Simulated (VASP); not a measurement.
Input of a VASP 6.6.1 run:

File INCAR:

```
PREC = Accurate
ENCUT = 520
EDIFF = 1E-6
ISMEAR = 0
SIGMA = 0.02
LREAL = F
LASPH = T
NELM = 80
ALGO = Normal
ISIF = 2
LWAVE = F
LCHARG = F
LDIPOL = T
IDIPOL = 3
DIPOL = 0.5 0.5 0.500
GGA = PE
IVDW = 12
NBANDS = 12
```

KPOINTS

```
regular mesh
0
Gamma
  9 9 1
```

Contents of POSCAR:

```
P
1.0
    3.3870000000      0.0000000000      0.0000000000
   -1.6935000000      2.9332280426      0.0000000000
    0.0000000000      0.0000000000     28.0000000000
P
2
Direct
    0.3333333333      0.6666666667      0.5238214286
    0.6666666667      0.3333333333      0.4761785714
```

Potentials or basis: VASP PAW PBE potentials, release 64 (P).

Launch:

```bash
$ cat potpaw_PBE.64/P/POTCAR > POTCAR
$ mpirun -np 1 vasp_std > vasp.out
```

(1) What does it give for the dispersion energy per atom?

(2) Predict the band gap on the k mesh.

(3) Estimate the largest force.

Answers

(1) -0.196 eV.

(2) 1.81 eV, indirect (least direct gap 2.39 eV).

(3) 1.702 eV/Å.
